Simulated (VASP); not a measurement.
# WS2 (P6_3/mmc) in VASP: notebook

The runs below take WS2 through single point, with PBEsol.

All numbers are computed with VASP 6.6.1; they aren't measurements. Logs are shortened: lines on timing, memory, paths and dates and some standing lists are left out, and cuts for length are marked.

## 1. The cell of the first run

Symmetry: P6_3/mmc, No. 194, hexagonal system. Conventional cell: a = 3.201 Å, b = 3.201 Å, c = 12.918 Å, α = 90.00°, β = 90.00°, γ = 120.00°. W (site symmetry -6m2) has 6 S at 2.39 Å and 6 W at 3.20 Å within 3.3 Å. S (site symmetry 3m) has 3 W at 2.39 Å and 7 S at 3.02 to 3.20 Å within 3.3 Å.

## 2. Single point, PBEsol (atoms shifted along a free coordinate)

INCAR reads:

```
PREC = Accurate
ENCUT = 520
EDIFF = 1E-6
ISMEAR = 0
SIGMA = 0.05
LREAL = False
LASPH = True
NELM = 80
ALGO = Normal
ISIF = 2
LWAVE = False
LCHARG = True
GGA = PS
LELF = True
LVHAR = True
NBANDS = 35
```

KPOINTS reads:

```
Automatic mesh
0
Gamma
  12 12 2
```

POSCAR reads:

```
WS2
1.0
    3.2012002007      0.0000000000      0.0000000000
   -1.6006001004      2.7723206964      0.0000000000
    0.0000000000      0.0000000000     12.9184432105
W S
2 4
Direct
    0.3333333333      0.6666666667      0.2500000000
    0.6666666667      0.3333333333      0.7500000000
    0.3333333333      0.6666666667      0.6331095153
    0.6666666667      0.3333333333      0.1331095153
    0.3333333333      0.6666666667      0.8668904847
    0.6666666667      0.3333333333      0.3668904847
```

Potentials or basis: VASP PAW PBE potentials, release 64 (W_sv, S).

Launch:

```
cat potpaw_PBE.64/W_sv/POTCAR potpaw_PBE.64/S/POTCAR > POTCAR
mpirun -np 1 vasp_std > vasp.out
```

OUTCAR:

```text
PREC = Accurate
   ENCUT = 520
   EDIFF = 1E-6
   ISMEAR = 0
   LREAL = False
   LASPH = True
   NELM = 80
   ISIF = 2
   GGA = PS

 ion  position               nearest neighbor table
   1  0.333  0.667  0.250-   4 2.39   6 2.39   4 2.39   6 2.39   4 2.39   6 2.39
   2  0.667  0.333  0.750-   3 2.39   5 2.39   3 2.39   5 2.39   3 2.39   5 2.39
   3  0.333  0.667  0.633-   2 2.39   2 2.39   2 2.39
   4  0.667  0.333  0.133-   1 2.39   1 2.39   1 2.39
   5  0.333  0.667  0.867-   2 2.39   2 2.39   2 2.39
   6  0.667  0.333  0.367-   1 2.39   1 2.39   1 2.39

  LATTYP: Found a hexagonal cell.
 ALAT       =     3.2012002007
 C/A-ratio  =     4.0354999377

  Lattice vectors:

 A1 = (   3.2012002007,   0.0000000000,   0.0000000000)
 A2 = (  -1.6006001004,   2.7723206964,   0.0000000000)
 A3 = (   0.0000000000,   0.0000000000,  12.9184432105)

Analysis of symmetry for initial positions (statically):
=====================================================================
 Subroutine PRICEL returns:
 Original cell was already a primitive cell.

 Routine SETGRP: Setting up the symmetry group for a
 hexagonal supercell.

 Subroutine GETGRP returns: Found 24 space group operations
 (whereof 12 operations were pure point group operations)
 out of a pool of 24 trial point group operations.

The static configuration has the point symmetry D_3d.
 The point group associated with its full space group is D_6h.

Analysis of symmetry for dynamics (positions and initial velocities):
=====================================================================
 Subroutine PRICEL returns:
 Original cell was already a primitive cell.

 Routine SETGRP: Setting up the symmetry group for a
 hexagonal supercell.

 Subroutine GETGRP returns: Found 24 space group operations
 (whereof 12 operations were pure point group operations)
 out of a pool of 24 trial point group operations.

The dynamic configuration has the point symmetry D_3d.
 The point group associated with its full space group is D_6h.

 Subroutine INISYM returns: Found 24 space group operations
 (whereof 12 operations are pure point group operations),
 and found     1 'primitive' translations

----------------------------------------------------------------------------------------

                                     Primitive cell

  volume of cell :     114.6480

  direct lattice vectors                    reciprocal lattice vectors
     3.201200201  0.000000000  0.000000000     0.312382837  0.180354315  0.000000000
    -1.600600100  2.772320696  0.000000000     0.000000000  0.360708630  0.000000000
     0.000000000  0.000000000 12.918443210     0.000000000  0.000000000  0.077408708

  length of vectors
     3.201200201  3.201200201 12.918443210     0.360708630  0.360708630  0.077408708

  position of ions in fractional coordinates (direct lattice)
     0.333333333  0.666666667  0.250000000
     0.666666667  0.333333333  0.750000000
     0.333333333  0.666666667  0.633109515
     0.666666667  0.333333333  0.133109515
     0.333333333  0.666666667  0.866890485
     0.666666667  0.333333333  0.366890485

  ion indices of the primitive-cell ions
   primitive index   ion index
                 1           1
                 2           2
                 3           3
                 4           4
                 5           5
                 6           6

----------------------------------------------------------------------------------------

 KPOINTS: Automatic mesh

Automatic generation of k-mesh.
 Grid dimensions read from file:
 generate k-points for:   12   12    2

 Generating k-lattice:

  Cartesian coordinates                     Fractional coordinates (reciprocal lattice)
     0.026031903  0.015029526  0.000000000     0.083333333 -0.000000000  0.000000000
     0.000000000  0.030059052  0.000000000     0.000000000  0.083333333  0.000000000
     0.000000000  0.000000000  0.038704354     0.000000000  0.000000000  0.500000000

  Length of vectors
     0.030059052  0.030059052  0.038704354

  Shift w.r.t. Gamma in fractional coordinates (k-lattice)
     0.000000000  0.000000000  0.000000000

 Subroutine IBZKPT returns following result:
 ===========================================

 Found     38 irreducible k-points:

 Following reciprocal coordinates:
            Coordinates               Weight
  0.000000  0.000000  0.000000      1.000000
  0.083333 -0.000000  0.000000      6.000000
  0.166667 -0.000000  0.000000      6.000000
  0.250000  0.000000  0.000000      6.000000
  0.333333 -0.000000  0.000000      6.000000
  0.416667 -0.000000  0.000000      6.000000
[... 16 lines left out ...]
  0.250000  0.000000  0.500000      6.000000
  0.333333 -0.000000  0.500000      6.000000
 [... further k-points ...]
   k-points           NKPTS =     38   k-points in BZ     NKDIM =     38   number of bands    NBANDS=     35
   number of dos      NEDOS =    301   number of ions     NIONS =      6
   total plane-waves  NPLWV =  55296
   dimension x,y,z NGX =    24 NGY =   24 NGZ =   96
   dimension x,y,z NGXF=    48 NGYF=   48 NGZF=  192
   ions per type =               2   4
   NGX,Y,Z   is equivalent  to a cutoff of  12.46, 12.46, 12.35 a.u.
   NGXF,Y,Z  is equivalent  to a cutoff of  24.93, 24.93, 24.71 a.u.
 SYSTEM =  unknown system
   PREC   = accura    normal or accurate (medium, high low for compatibility)
   ISTART =      0    job   : 0-new  1-cont  2-samecut
   ICHARG =      2    charge: 1-file 2-atom 10-const
   ISPIN  =      1    spin polarized calculation?
   LNONCOLLINEAR =      F non collinear calculations
   LSORBIT =      F    spin-orbit coupling
   LASPH  =      T    aspherical Exc in radial PAW
   ENCUT  =  520.0 eV  38.22 Ry    6.18 a.u.   5.95  5.95 24.02*2*pi/ulx,y,z
   NELM   =     80;   NELMIN=  2; NELMDL= -5     # of ELM steps
   EDIFF  = 0.1E-05   stopping-criterion for ELM
   LREAL  =      F    real-space projection
   EDIFFG = 0.1E-04   stopping-criterion for IOM
   NSW    =      0    number of steps for IOM
   IBRION =     -1    ionic relax: 0-MD 1-quasi-New 2-CG
   NFREE  =      0    steps in history (QN), initial steepest desc. (CG)
   ISIF   =      2    stress and relaxation
   ISYM   =      2    0-nonsym 1-usesym 2-fastsym
   POTIM  = 0.5000    time-step for ionic-motion
   TEBEG  =    0.0;   TEEND  =   0.0 temperature during run
   PSTRESS=    0.0 pullay stress
   NELECT =      52.0000    total number of electrons
   NUPDOWN=      -1.0000    fix difference up-down
   EMIN   =  10.00;   EMAX   =-10.00  energy-range for DOS
   EFERMI =   0.00;   METHOD = LEGACY
   ISMEAR =     0;   SIGMA  =   0.05  broadening in eV -4-tet -1-fermi 0-gaus
   EFERMI_NEDOS =   21; number of points for ismear=-14 and -15
   IALGO  =     38    algorithm
   IMIX   =      4    mixing-type and parameters
     AMIX     =   0.40;   BMIX     =  1.00
     AMIX_MAG =   1.60;   BMIX_MAG =  1.00
  volume/ion in A,a.u.               =      19.11       128.95
  Fermi-wavevector in a.u.,A,eV,Ry     =   1.257826  2.376946 21.526123  1.582125
  Thomas-Fermi vector in A             =   2.391466
   LORBIT       =      0    0 simple, 1 ext, 2 COOP (PROOUT), +10 PAW based schemes
   GGA     = PS    functional components
   LHFCALC =     F    Hartree Fock is set to
   AEXX    =    0.0000 exact exchange contribution
   IVDW    =     0    specifies the selected vdW correction
   LEPSILON=     F    determine dielectric tensor
   LRPA    =     F    only Hartree local field effects (RPA)
 non-spin polarized calculation
 Gauss-broadening in eV      SIGMA  =   0.05
  energy-cutoff  :      520.00
  volume of cell :      114.65
 maximum number of plane-waves:      3120
 NGX is ok and might be reduce to    24
   NGX = 11   NGY = 11   NGZ = 49

 number of electron      52.0000008 magnetization

 Free energy of the ion-electron system (eV)
  ---------------------------------------------------
  ext. energy  EPLUGINS =         0.00000000
  ---------------------------------------------------
  free energy    TOTEN  =       -50.43117263 eV

  energy without entropy =      -50.43117263  energy(sigma->0) =      -50.43117263

 E-fermi :   6.9247     XC(G=0): -10.5679

 val. band max:        6.5536092733   @ k =   0.0000   0.0000   0.0000
 cond. band min:       7.3637819058   @ k =   0.3333   0.3333   0.0000
 fundamental gap:      0.8101726325
 Fermi energy:         6.9247325081

 k-point     1 :       0.0000    0.0000    0.0000
  band No.  band energies     occupation
      1     -68.1063      2.00000
      2     -68.1063      2.00000
      3     -32.3582      2.00000
      4     -32.3582      2.00000
      5     -32.2385      2.00000
      6     -32.2385      2.00000
[... 27 lines left out ...]
     34       9.0837      0.00000
     35      10.8397      0.00000

 k-point     2 :       0.0833   -0.0000    0.0000
  band No.  band energies     occupation
      1     -68.1053      2.00000
      2     -68.1052      2.00000
      3     -32.3542      2.00000
      4     -32.3542      2.00000
      5     -32.2609      2.00000
      6     -32.2609      2.00000
[... 27 lines left out ...]
     34       8.9754      0.00000
     35      11.3787      0.00000

 k-point     3 :       0.1667   -0.0000    0.0000
  band No.  band energies     occupation
      1     -68.1024      2.00000
      2     -68.1023      2.00000
      3     -32.3431      2.00000
      4     -32.3431      2.00000
      5     -32.3216      2.00000
      6     -32.3216      2.00000
[... 27 lines left out ...]
     34       9.4849      0.00000
     35      12.4999      0.00000

 k-point     4 :       0.2500    0.0000    0.0000
  band No.  band energies     occupation
      1     -68.0984      2.00000
      2     -68.0984      2.00000
      3     -32.4036      2.00000
      4     -32.4036      2.00000
      5     -32.3278      2.00000
      6     -32.3278      2.00000
[... 27 lines left out ...]
     34      10.0902      0.00000
     35      13.0446      0.00000

 k-point     5 :       0.3333   -0.0000    0.0000
  band No.  band energies     occupation
      1     -68.0945      2.00000
      2     -68.0944      2.00000
      3     -32.4844      2.00000
      4     -32.4844      2.00000
      5     -32.3126      2.00000
      6     -32.3126      2.00000
[... 638 lines left out ...]
 k-point    22 :       0.1667   -0.0000    0.5000
  band No.  band energies     occupation
      1     -68.1023      2.00000
      2     -68.1023      2.00000
      3     -32.3431      2.00000
      4     -32.3431      2.00000
      5     -32.3216      2.00000
      6     -32.3216      2.00000
[... 27 lines left out ...]
     34       9.4580      0.00000
     35      12.6544      0.00000

 k-point    23 :       0.2500    0.0000    0.5000
  band No.  band energies     occupation
      1     -68.0984      2.00000
      2     -68.0984      2.00000
      3     -32.4036      2.00000
      4     -32.4036      2.00000
      5     -32.3278      2.00000
      6     -32.3278      2.00000
[... 27 lines left out ...]
     34      10.0343      0.00000
     35      13.1472      0.00000

 k-point    24 :       0.3333   -0.0000    0.5000
  band No.  band energies     occupation
      1     -68.0945      2.00000
      2     -68.0945      2.00000
      3     -32.4844      2.00000
      4     -32.4844      2.00000
      5     -32.3126      2.00000
      6     -32.3126      2.00000
[... 27 lines left out ...]
     34      10.4698      0.00000
     35      12.4807      0.00000

 [... further k-points ...]

------------------------ aborting loop because EDIFF is reached ----------------------------------------

  FORCE on cell =-STRESS in cart. coord.  units (eV):
  Direction    XX          YY          ZZ          XY          YZ          ZX
  --------------------------------------------------------------------------------------
  -------------------------------------------------------------------------------------
  Total       -1.5087924     -1.5087924      4.7131629      0.0000000      0.0000000     -0.0000000
  in kB      -21.0849992    -21.0849992     65.8652816      0.0000000      0.0000000     -0.0000000
  external PRESSURE =       7.8984277 kB  Pullay stress =       0.0000000 kB

 VOLUME and BASIS-vectors are now :
 -----------------------------------------------------------------------------
  energy-cutoff  :      520.00
  volume of cell :      114.65
      direct lattice vectors                 reciprocal lattice vectors
     3.201200201  0.000000000  0.000000000     0.312382837  0.180354315  0.000000000
    -1.600600100  2.772320696  0.000000000     0.000000000  0.360708630  0.000000000
     0.000000000  0.000000000 12.918443210     0.000000000  0.000000000  0.077408708

 POSITION                                       TOTAL-FORCE (eV/Angst)
 -----------------------------------------------------------------------------------
     -0.00000      1.84821      3.22961        -0.000000      0.000000      0.000000
      1.60060      0.92411      9.68883         0.000000     -0.000000      0.000000
     -0.00000      1.84821      8.17879         0.000000     -0.000000     -0.826461
      1.60060      0.92411      1.71957        -0.000000     -0.000000     -0.826461
     -0.00000      1.84821     11.19888         0.000000      0.000000      0.826461
      1.60060      0.92411      4.73965        -0.000000      0.000000      0.826461
 -----------------------------------------------------------------------------------
    total drift:                               -0.000000      0.000000     -0.000000

  FREE ENERGIE OF THE ION-ELECTRON SYSTEM (eV)
  ---------------------------------------------------
  free  energy   TOTEN  =       -50.4311726347 eV

  energy  without entropy=      -50.4311726347  energy(sigma->0) =      -50.43117263
```

Wall time 2.9 min (1 thread of Intel Xeon 8259CL, shared host); peak memory 0.29 GiB.

Results:

- Free energy: -50.4312 eV
- Pressure: 0.8 GPa
- Largest force: 0.826 eV/Å
- Band gap on the k mesh: 0.81 eV (least direct gap 1.56 eV)

Forces in eV/Å, atoms in the order of the input:
```
W    0.000  0.000  0.000
W    0.000  0.000  0.000
S    0.000  0.000 -0.826
S    0.000  0.000 -0.826
S    0.000  0.000  0.826
S    0.000  0.000  0.826
```

Stress tensor (GPa, compression positive):
```
-2.11  0.00  0.00
 0.00 -2.11  0.00
 0.00  0.00  6.59
```

Levels at points of the mesh, in eV from the valence-band top:
```tsv
k point	band 22	band 23	band 24	band 25	band 26	band 27	band 28	band 29	band 30	band 31
(0.00, 0.00, 0.00)	-2.60	-2.60	-1.76	-0.89	0.00	2.14	2.14	2.14	2.14	2.45
(0.50, 0.00, 0.00)	-2.62	-2.23	-2.15	-1.71	-1.60	1.97	1.99	2.45	2.53	3.17
(0.00, 0.00, 0.50)	-2.61	-2.61	-2.61	-0.29	-0.29	2.14	2.14	2.14	2.14	2.49
(0.50, 0.00, 0.50)	-2.67	-2.19	-2.19	-1.65	-1.65	1.98	1.98	2.50	2.50	3.39
```

Caveat: the cell differs from its parent crystal (atoms shifted along a free coordinate); the PAW data sets were made with another functional, which shifts forces and pressure a little; spin-orbit coupling is left out, which moves the levels of the heavy elements; this functional lacks dispersion, which binds the layers, so the pressure and a relaxed spacing across them are unreliable. A k mesh can miss the band edges.

## 3. Single point, PBEsol (atoms shifted along a free coordinate)

INCAR reads:

```
SYSTEM = WS2
PREC = Accurate
ENCUT = 520
EDIFF = 1E-6
ISMEAR = 0
SIGMA = 0.05
LREAL = .FALSE.
LASPH = .TRUE.
NELM = 100
ALGO = Normal
ISIF = 2
LWAVE = .FALSE.
LCHARG = .FALSE.
GGA = PS
NBANDS = 35
```

KPOINTS reads:

```
Automatic mesh
0
G
  12 12 2
  0 0 0
```

POSCAR reads:

```
WS2
1.0
    3.2012002007      0.0000000000      0.0000000000
   -1.6006001004      2.7723206964      0.0000000000
    0.0000000000      0.0000000000     12.9184432105
W S
2 4
Direct
    0.3333333333      0.6666666667      0.2500000000
    0.6666666667      0.3333333333      0.7500000000
    0.3333333333      0.6666666667      0.6068585060
    0.6666666667      0.3333333333      0.1068585060
    0.3333333333      0.6666666667      0.8931414940
    0.6666666667      0.3333333333      0.3931414940
```

Potentials or basis: VASP PAW PBE potentials, release 64 (W_sv, S).

Launch:

```
cat potpaw_PBE.64/W_sv/POTCAR potpaw_PBE.64/S/POTCAR > POTCAR
mpirun -np 1 vasp_std > vasp.out
```

Wall time 3.6 min (1 thread of Intel Xeon 8259CL, shared host); peak memory 0.29 GiB.

Results (log left out):

| Item | Value |
| --- | --- |
| Free energy | -47.7204 eV |
| Pressure | -24.0 GPa |
| Largest force | 4.023 eV/Å |
| Band gap on the k mesh | 0.51 eV (least direct gap 1.21 eV) |

Forces on the atoms (eV/Å):
```
W    0.000  0.000  0.000
W    0.000  0.000  0.000
S    0.000  0.000  4.023
S    0.000  0.000  4.023
S    0.000  0.000 -4.023
S    0.000  0.000 -4.023
```

Stress tensor (GPa, compression positive):
```
-15.73   0.00   0.00
  0.00 -15.73   0.00
  0.00   0.00 -40.51
```

Levels at points of the mesh, in eV from the valence-band top:
```
           k point  band 24  band 25  band 26  band 27  band 28  band 29
(0.00, 0.00, 0.00)    -0.65    -0.65    -0.32     1.94     1.94     2.20
(0.50, 0.00, 0.00)    -1.17    -0.98    -0.55     2.14     2.49     2.72
(0.00, 0.00, 0.50)    -0.71    -0.53    -0.53     2.06     2.06     2.06
(0.50, 0.00, 0.50)    -1.21    -0.76    -0.76     2.47     2.47     2.73
```

Caveat: the cell differs from its parent crystal (atoms shifted along a free coordinate); the cell stands under tension; the PAW data sets were made with another functional, which shifts forces and pressure a little; spin-orbit coupling is left out, which moves the levels of the heavy elements. A k mesh can miss the band edges.

(Continued in part 2 of 2.)
